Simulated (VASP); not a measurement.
Si: single point with LDA

Crystal: Si.

```xyz
2
Lattice="2.6511 0.0000 0.0000 -1.3255 2.2959 0.0000 0.0000 0.0000 4.5417" Properties=species:S:1:pos:R:3 pbc="T T T"
Si    0.0135    1.4638    1.0796
Si    1.3120    0.8321    3.4622
```

This cell differs from its parent crystal: atoms moved at random.

- Program: VASP 6.6.1
- Task: single point
- Functional: LDA
- Potentials or basis: VASP PAW LDA potentials, release 64 (Si)
- Cutoff: 520 eV
- k mesh: 12 × 12 × 8
- Occupations: gaussian, width 0.15 eV
- Spin: no spin polarisation

* Pressure: 0.6 GPa
* Largest force: 0.446 eV/Å
* Band gap on the k mesh: zero (bands 4 and 5 overlap by 12.78 eV)

Forces in eV/Å, atoms in the order of the input:
```
Si   0.017 -0.050  0.443
Si  -0.017  0.050 -0.443
```

Stress tensor (GPa, compression positive):
```
 1.42 -0.02 -0.24
-0.02  1.77  1.03
-0.24  1.03 -1.26
```

Levels at points of the mesh, in eV from the Fermi level:
```
           k point  band 1  band 2  band 3  band 4  band 5  band 6  band 7  band 8  band 9
(0.00, 0.00, 0.00)  -14.87   -8.40   -7.36    8.97    9.33   10.24   10.41   10.64   10.87
(0.50, 0.00, 0.00)   -8.35   -7.87   -2.01   -1.61   -1.49   -0.14    3.88    5.93    9.01
(0.00, 0.50, 0.00)   -8.47   -7.74   -2.12   -1.81   -1.50    0.33    3.83    6.10    8.89
(0.50, 0.50, 0.00)   -8.31   -7.90   -1.98   -1.64   -1.39   -0.27    3.88    5.94    8.96
(0.00, 0.00, 0.50)  -13.52  -12.66    0.10    0.72    9.95   10.34   10.78   10.85   11.92
(0.50, 0.00, 0.50)   -7.06   -6.63   -6.09   -5.72    4.88    5.51    5.60    6.01    6.63
(0.00, 0.50, 0.50)   -7.18   -6.51   -6.19   -5.63    4.92    5.54    5.80    6.07    6.56
(0.50, 0.50, 0.50)   -7.03   -6.66   -6.06   -5.75    4.91    5.48    5.55    5.93    6.67
```

Wall time 91 s on 1 thread of Intel(R) Xeon(R) Platinum 8488C (Sapphire Rapids) (shared host), peak memory 0.23 GiB.

Caveat: the cell differs from its parent crystal (atoms moved at random).
